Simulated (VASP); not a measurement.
# MgO (P6_3/mmc) in VASP: a series of runs

The runs below take MgO through single point, with PBE.

Program: VASP 6.6.1. These are calculated values, not measurements. Logs are shortened: lines on timing, memory, paths and dates and some standing lists are left out, and cuts for length are marked.

### 1 The cell of the first run

The structure is hexagonal, space group P6_3/mmc (No. 194). Conventional cell: a = 3.501 Å, b = 3.501 Å, c = 4.082 Å, α = 90.00°, β = 90.00°, γ = 120.00°. Within 2.7 Å of Mg (site symmetry -6m2) lie 5 O at 2.02 to 2.04 Å. Within 2.7 Å of O (site symmetry -6m2) lie 5 Mg at 2.02 to 2.04 Å.

### 2 Single point, PBE (volume 10.835 Å^3 an atom, c/a of the conventional cell 1.1659)

File INCAR:

```
SYSTEM = MgO
PREC = Accurate
ENCUT = 520
EDIFF = 1E-6
ISMEAR = 0
SIGMA = 0.05
LREAL = .FALSE.
LASPH = .TRUE.
NELM = 60
ALGO = Normal
ISIF = 2
LWAVE = .FALSE.
LCHARG = .FALSE.
GGA = PE
NBANDS = 16
```

File KPOINTS:

```
regular mesh
0
G
  9 9 6
  0 0 0
```

File POSCAR:

```
MgO
1.0
    3.5013241906      0.0000000000      0.0000000000
   -1.7506620953      3.0322356960      0.0000000000
    0.0000000000      0.0000000000      4.0821938739
Mg O
2 2
Direct
    0.6666666667      0.3333333333      0.7500000000
    0.3333333333      0.6666666667      0.2500000000
    0.6666666667      0.3333333333      0.2500000000
    0.3333333333      0.6666666667      0.7500000000
```

Potentials or basis: VASP PAW PBE potentials, release 64 (Mg, O).

Started as:

```sh
cat potpaw_PBE.64/Mg/POTCAR potpaw_PBE.64/O/POTCAR > POTCAR
mpirun -np 1 vasp_std > vasp.out
```

OUTCAR:

```text
SYSTEM = MgO
   PREC = Accurate
   ENCUT = 520
   EDIFF = 1E-6
   ISMEAR = 0
   LREAL = .FALSE.
   LASPH = .TRUE.
   NELM = 60
   ISIF = 2
   GGA = PE

 ion  position               nearest neighbor table
   1  0.667  0.333  0.750-   4 2.02   4 2.02   4 2.02   3 2.04   3 2.04   2 2.87   2 2.87   2 2.87
                             2 2.87   2 2.87   2 2.87
   2  0.333  0.667  0.250-   3 2.02   3 2.02   3 2.02   4 2.04   4 2.04   1 2.87   1 2.87   1 2.87
                             1 2.87   1 2.87   1 2.87
   3  0.667  0.333  0.250-   2 2.02   2 2.02   2 2.02   1 2.04   1 2.04
   4  0.333  0.667  0.750-   1 2.02   1 2.02   1 2.02   2 2.04   2 2.04

  LATTYP: Found a hexagonal cell.
 ALAT       =     3.5013241906
 C/A-ratio  =     1.1659000000

  Lattice vectors:

 A1 = (   3.5013241906,   0.0000000000,   0.0000000000)
 A2 = (  -1.7506620953,   3.0322356960,   0.0000000000)
 A3 = (   0.0000000000,   0.0000000000,   4.0821938739)

Analysis of symmetry for initial positions (statically):
=====================================================================
 Subroutine PRICEL returns:
 Original cell was already a primitive cell.

 Routine SETGRP: Setting up the symmetry group for a
 hexagonal supercell.

 Subroutine GETGRP returns: Found 24 space group operations
 (whereof 12 operations were pure point group operations)
 out of a pool of 24 trial point group operations.

The static configuration has the point symmetry D_3d.
 The point group associated with its full space group is D_6h.

Analysis of symmetry for dynamics (positions and initial velocities):
=====================================================================
 Subroutine PRICEL returns:
 Original cell was already a primitive cell.

 Routine SETGRP: Setting up the symmetry group for a
 hexagonal supercell.

 Subroutine GETGRP returns: Found 24 space group operations
 (whereof 12 operations were pure point group operations)
 out of a pool of 24 trial point group operations.

The dynamic configuration has the point symmetry D_3d.
 The point group associated with its full space group is D_6h.

 Subroutine INISYM returns: Found 24 space group operations
 (whereof 12 operations are pure point group operations),
 and found     1 'primitive' translations

----------------------------------------------------------------------------------------

                                     Primitive cell

  volume of cell :      43.3400

  direct lattice vectors                    reciprocal lattice vectors
     3.501324191  0.000000000  0.000000000     0.285606229  0.164894833  0.000000000
    -1.750662095  3.032235696  0.000000000     0.000000000  0.329789667  0.000000000
     0.000000000  0.000000000  4.082193874     0.000000000  0.000000000  0.244966317

  length of vectors
     3.501324191  3.501324191  4.082193874     0.329789667  0.329789667  0.244966317

  position of ions in fractional coordinates (direct lattice)
     0.666666667  0.333333333  0.750000000
     0.333333333  0.666666667  0.250000000
     0.666666667  0.333333333  0.250000000
     0.333333333  0.666666667  0.750000000

  ion indices of the primitive-cell ions
   primitive index   ion index
                 1           1
                 2           2
                 3           3
                 4           4

----------------------------------------------------------------------------------------

 KPOINTS: regular mesh

Automatic generation of k-mesh.
 Grid dimensions read from file:
 generate k-points for:    9    9    6

 Generating k-lattice:

  Cartesian coordinates                     Fractional coordinates (reciprocal lattice)
     0.031734025  0.018321648  0.000000000     0.111111111  0.000000000  0.000000000
     0.000000000  0.036643296  0.000000000     0.000000000  0.111111111  0.000000000
     0.000000000  0.000000000  0.040827720     0.000000000  0.000000000  0.166666667

  Length of vectors
     0.036643296  0.036643296  0.040827720

  Shift w.r.t. Gamma in fractional coordinates (k-lattice)
     0.000000000  0.000000000  0.000000000

 Subroutine IBZKPT returns following result:
 ===========================================

 Found     48 irreducible k-points:

 Following reciprocal coordinates:
            Coordinates               Weight
  0.000000  0.000000  0.000000      1.000000
  0.111111  0.000000  0.000000      6.000000
  0.222222  0.000000  0.000000      6.000000
  0.333333  0.000000  0.000000      6.000000
  0.444444  0.000000  0.000000      6.000000
  0.111111  0.111111  0.000000      6.000000
[... 16 lines left out ...]
  0.333333  0.222222  0.166667     24.000000
  0.333333  0.333333  0.166667      4.000000
 [... further k-points ...]
   k-points           NKPTS =     48   k-points in BZ     NKDIM =     48   number of bands    NBANDS=     16
   number of dos      NEDOS =    301   number of ions     NIONS =      4
   total plane-waves  NPLWV =  23520
   dimension x,y,z NGX =    28 NGY =   28 NGZ =   30
   dimension x,y,z NGXF=    56 NGYF=   56 NGZF=   60
   ions per type =               2   2
   NGX,Y,Z   is equivalent  to a cutoff of  13.29, 13.29, 12.22 a.u.
   NGXF,Y,Z  is equivalent  to a cutoff of  26.59, 26.59, 24.43 a.u.
 SYSTEM =  MgO
   PREC   = accura    normal or accurate (medium, high low for compatibility)
   ISTART =      0    job   : 0-new  1-cont  2-samecut
   ICHARG =      2    charge: 1-file 2-atom 10-const
   ISPIN  =      1    spin polarized calculation?
   LNONCOLLINEAR =      F non collinear calculations
   LSORBIT =      F    spin-orbit coupling
   LASPH  =      T    aspherical Exc in radial PAW
   ENCUT  =  520.0 eV  38.22 Ry    6.18 a.u.   6.51  6.51  7.59*2*pi/ulx,y,z
   NELM   =     60;   NELMIN=  2; NELMDL= -5     # of ELM steps
   EDIFF  = 0.1E-05   stopping-criterion for ELM
   LREAL  =      F    real-space projection
   EDIFFG = 0.1E-04   stopping-criterion for IOM
   NSW    =      0    number of steps for IOM
   IBRION =     -1    ionic relax: 0-MD 1-quasi-New 2-CG
   NFREE  =      0    steps in history (QN), initial steepest desc. (CG)
   ISIF   =      2    stress and relaxation
   ISYM   =      2    0-nonsym 1-usesym 2-fastsym
   POTIM  = 0.5000    time-step for ionic-motion
   TEBEG  =    0.0;   TEEND  =   0.0 temperature during run
   PSTRESS=    0.0 pullay stress
   NELECT =      16.0000    total number of electrons
   NUPDOWN=      -1.0000    fix difference up-down
   EMIN   =  10.00;   EMAX   =-10.00  energy-range for DOS
   EFERMI =   0.00;   METHOD = LEGACY
   ISMEAR =     0;   SIGMA  =   0.05  broadening in eV -4-tet -1-fermi 0-gaus
   EFERMI_NEDOS =   21; number of points for ismear=-14 and -15
   IALGO  =     38    algorithm
   IMIX   =      4    mixing-type and parameters
     AMIX     =   0.40;   BMIX     =  1.00
     AMIX_MAG =   1.60;   BMIX_MAG =  1.00
  volume/ion in A,a.u.               =      10.84        73.12
  Fermi-wavevector in a.u.,A,eV,Ry     =   1.174407  2.219307 18.765579  1.379231
  Thomas-Fermi vector in A             =   2.310804
   LORBIT       =      0    0 simple, 1 ext, 2 COOP (PROOUT), +10 PAW based schemes
   GGA     = PE    functional components
   LHFCALC =     F    Hartree Fock is set to
   AEXX    =    0.0000 exact exchange contribution
   IVDW    =     0    specifies the selected vdW correction
   LEPSILON=     F    determine dielectric tensor
   LRPA    =     F    only Hartree local field effects (RPA)
 non-spin polarized calculation
 Gauss-broadening in eV      SIGMA  =   0.05
  energy-cutoff  :      520.00
  volume of cell :       43.34
 maximum number of plane-waves:      1191
 NGX is ok and might be reduce to    28
   NGX = 13   NGY = 13   NGZ = 15

 number of electron      15.9999993 magnetization

 Free energy of the ion-electron system (eV)
  ---------------------------------------------------
  ext. energy  EPLUGINS =         0.00000000
  ---------------------------------------------------
  free energy    TOTEN  =       -23.61600681 eV

  energy without entropy =      -23.61600681  energy(sigma->0) =      -23.61600681

 E-fermi :   2.2955     XC(G=0): -10.1301

 val. band max:        2.0558933864   @ k =   0.0000   0.0000   0.0000
 cond. band min:       5.5998292926   @ k =   0.0000   0.0000   0.0000
 fundamental gap:      3.5439359062
 Fermi energy:         2.2954802787

 k-point     1 :       0.0000    0.0000    0.0000
  band No.  band energies     occupation
      1     -14.9180      2.00000
      2     -13.4355      2.00000
      3      -1.5397      2.00000
      4       0.2839      2.00000
      5       0.2839      2.00000
      6       1.3022      2.00000
[... 8 lines left out ...]
     15      17.7324      0.00000
     16      17.8725      0.00000

 k-point     2 :       0.1111    0.0000    0.0000
  band No.  band energies     occupation
      1     -14.8566      2.00000
      2     -13.4498      2.00000
      3      -1.4460      2.00000
      4       0.0985      2.00000
      5       0.1846      2.00000
      6       1.0091      2.00000
[... 8 lines left out ...]
     15      17.2951      0.00000
     16      17.3779      0.00000

 k-point     3 :       0.2222    0.0000    0.0000
  band No.  band energies     occupation
      1     -14.6873      2.00000
      2     -13.4993      2.00000
      3      -1.1770      2.00000
      4      -0.4516      2.00000
      5      -0.0229      2.00000
      6       0.5931      2.00000
[... 8 lines left out ...]
     15      16.4000      0.00000
     16      17.0122      0.00000

 k-point     4 :       0.3333    0.0000    0.0000
  band No.  band energies     occupation
      1     -14.4538      2.00000
      2     -13.5939      2.00000
      3      -1.0724      2.00000
      4      -0.7780      2.00000
      5      -0.2160      2.00000
      6       0.3391      2.00000
[... 8 lines left out ...]
     15      16.1751      0.00000
     16      17.1331      0.00000
[... 324 lines left out ...]
 k-point    22 :       0.2222    0.2222    0.1667
  band No.  band energies     occupation
      1     -14.2681      2.00000
      2     -13.6829      2.00000
      3      -1.2085      2.00000
      4      -1.1484      2.00000
      5      -0.0774      2.00000
      6       0.3217      2.00000
[... 8 lines left out ...]
     15      16.8413      0.00000
     16      17.7941      0.00000

 k-point    23 :       0.3333    0.2222    0.1667
  band No.  band energies     occupation
      1     -14.0828      2.00000
      2     -13.7913      2.00000
      3      -1.4904      2.00000
      4      -0.8948      2.00000
      5      -0.4633      2.00000
      6       0.5699      2.00000
[... 8 lines left out ...]
     15      16.6283      0.00000
     16      18.0034      0.00000

 k-point    24 :       0.3333    0.3333    0.1667
  band No.  band energies     occupation
      1     -13.9235      2.00000
      2     -13.9235      2.00000
      3      -1.4776      2.00000
      4      -0.7586      2.00000
      5      -0.7586      2.00000
      6       0.9188      2.00000
[... 8 lines left out ...]
     15      16.4861      0.00000
     16      18.7711      0.00000

 [... further k-points ...]
[... 5 lines left out ...]
  --------------------------------------------------------------------------------------
  -------------------------------------------------------------------------------------
  Total        1.1435885      1.1435885      3.0616049      0.0000000      0.0000000      0.0000000
  in kB       42.2757624     42.2757624    113.1802958      0.0000000      0.0000000      0.0000000
  external PRESSURE =      65.9106069 kB  Pullay stress =       0.0000000 kB

 VOLUME and BASIS-vectors are now :
 -----------------------------------------------------------------------------
  energy-cutoff  :      520.00
  volume of cell :       43.34
      direct lattice vectors                 reciprocal lattice vectors
     3.501324191  0.000000000  0.000000000     0.285606229  0.164894833  0.000000000
    -1.750662095  3.032235696  0.000000000     0.000000000  0.329789667  0.000000000
     0.000000000  0.000000000  4.082193874     0.000000000  0.000000000  0.244966317

 POSITION                                       TOTAL-FORCE (eV/Angst)
 -----------------------------------------------------------------------------------
      1.75066      1.01075      3.06165         0.000000     -0.000000      0.000000
     -0.00000      2.02149      1.02055        -0.000000      0.000000      0.000000
      1.75066      1.01075      1.02055        -0.000000      0.000000      0.000000
     -0.00000      2.02149      3.06165         0.000000     -0.000000      0.000000
 -----------------------------------------------------------------------------------
    total drift:                               -0.000000      0.000000     -0.000000

  FREE ENERGIE OF THE ION-ELECTRON SYSTEM (eV)
  ---------------------------------------------------
  free  energy   TOTEN  =       -23.6160068107 eV

  energy  without entropy=      -23.6160068107  energy(sigma->0) =      -23.61600681
```

Run time: 34 s. Hardware: 1 thread of Intel Xeon Platinum 8259CL at 2.50GHz (Skylake/Cascade Lake), shared host; peak memory 0.17 GiB.

Results:

- Free energy: -23.6160 eV
- Pressure: 6.6 GPa
- Band gap on the k mesh: 3.54 eV, direct

### 3 Single point, PBE (volume 10.835 Å^3 an atom, c/a of the conventional cell 1.1291)

File INCAR:

```
SYSTEM = MgO
PREC = Accurate ; ENCUT = 520
EDIFF = 1E-7 ; ISMEAR = 0
SIGMA = 0.05 ; LREAL = .FALSE.
LASPH = .TRUE. ; NELM = 80
ALGO = Normal ; ISIF = 2
LWAVE = .FALSE. ; LCHARG = .FALSE.
GGA = PE ; NBANDS = 16
```

File KPOINTS:

```
Automatic mesh
0
G
  9 9 6
  0 0 0
```

File POSCAR:

```
MgO
1.0
    3.5389570286      0.0000000000      0.0000000000
   -1.7694785143      3.0648266896      0.0000000000
    0.0000000000      0.0000000000      3.9958363810
Mg O
2 2
Direct
    0.6666666667      0.3333333333      0.7500000000
    0.3333333333      0.6666666667      0.2500000000
    0.6666666667      0.3333333333      0.2500000000
    0.3333333333      0.6666666667      0.7500000000
```

Potentials or basis: VASP PAW PBE potentials, release 64 (Mg, O).

Started as:

```sh
cat potpaw_PBE.64/Mg/POTCAR potpaw_PBE.64/O/POTCAR > POTCAR
mpirun -np 1 vasp_std > vasp.out
```

Run time: 36 s. Hardware: 1 thread of Intel Xeon Platinum 8259CL at 2.50GHz (Skylake/Cascade Lake), shared host; peak memory 0.17 GiB.

Results (log left out):

```
Free energy            : -23.5527 eV
Pressure               : 7.8 GPa
Band gap on the k mesh : 3.58 eV, direct
```

Stress tensor (GPa, compression positive):
```
 2.79  0.00  0.00
 0.00  2.79  0.00
 0.00  0.00 17.75
```

Levels at points of the mesh, in eV from the valence-band top:
```
           k point  band 6  band 7  band 8  band 9  band 10  band 11
(0.00, 0.00, 0.00)   -0.67   -0.67    0.00    3.58     9.95    12.36
(0.00, 0.00, 0.50)   -1.25   -1.25   -1.25    6.68     6.68    12.71
```

### 4 Single point, PBE (volume 10.835 Å^3 an atom, c/a of the conventional cell 1.2432)

File INCAR:

```
  ALGO = Normal
  EDIFF = 1E-7
  ENCUT = 520
  GGA = PE
  ISIF = 2
  ISMEAR = 0
  LASPH = T
  LCHARG = T
  LELF = T
  LREAL = F
  LVHAR = T
  LWAVE = F
  NBANDS = 16
  NELM = 80
  PREC = Accurate
  SIGMA = 0.05
```

File KPOINTS:

```
k-points
0
Gamma
  9 9 6
```

File POSCAR:

```
MgO
1.0
    3.4271971759      0.0000000000      0.0000000000
   -1.7135985880      2.9680398181      0.0000000000
    0.0000000000      0.0000000000      4.2606915290
Mg O
2 2
Direct
    0.6666666667      0.3333333333      0.7500000000
    0.3333333333      0.6666666667      0.2500000000
    0.6666666667      0.3333333333      0.2500000000
    0.3333333333      0.6666666667      0.7500000000
```

Started as:

```sh
cat potpaw_PBE.64/Mg/POTCAR potpaw_PBE.64/O/POTCAR > POTCAR
mpirun -np 1 vasp_std > vasp.out
```

Run time: 34 s. Hardware: 1 thread of Intel Xeon Platinum 8259CL at 2.50GHz (Skylake/Cascade Lake), shared host; peak memory 0.17 GiB.

It converged, with:

```yaml
Free_energy: -23.6195 eV
Pressure: 6.3 GPa
Band_gap_on_the_k_mesh: 3.47 eV, direct
```

Stress tensor (GPa, compression positive):
```
8.33 0.00 0.00
0.00 8.33 0.00
0.00 0.00 2.32
```

Levels at points of the mesh, in eV from the valence-band top:
| k point | band 5 | band 6 | band 7 | band 8 | band 9 | band 10 | band 11 | band 12 |
| --- | --- | --- | --- | --- | --- | --- | --- | --- |
| (0.00, 0.00, 0.00) | -1.75 | -0.91 | -0.91 | 0.00 | 3.47 | 9.45 | 12.01 | 12.86 |
| (0.00, 0.00, 0.50) | -1.35 | -1.35 | -1.35 | -1.35 | 6.48 | 6.48 | 13.22 | 13.22 |

### 5 Overview

```tsv
cell	gap on the mesh (eV)	pressure (GPa)
a = 3.501, b = 3.501, c = 4.082 Å, angles 90.0, 90.0, 120.0°, 4 atoms	3.54	6.6
a = 3.539, b = 3.539, c = 3.996 Å, angles 90.0, 90.0, 120.0°, 4 atoms	3.58	7.8
a = 3.427, b = 3.427, c = 4.261 Å, angles 90.0, 90.0, 120.0°, 4 atoms	3.47	6.3
```

Alike in all rows: task single point; level PBE; potentials or basis VASP PAW PBE potentials, release 64 (Mg, O); no spin polarisation; k mesh 9 × 9 × 6; cutoff (eV) 520; smearing gaussian 0.05 eV.

Absolute energies hang on the potentials; compare differences alone.
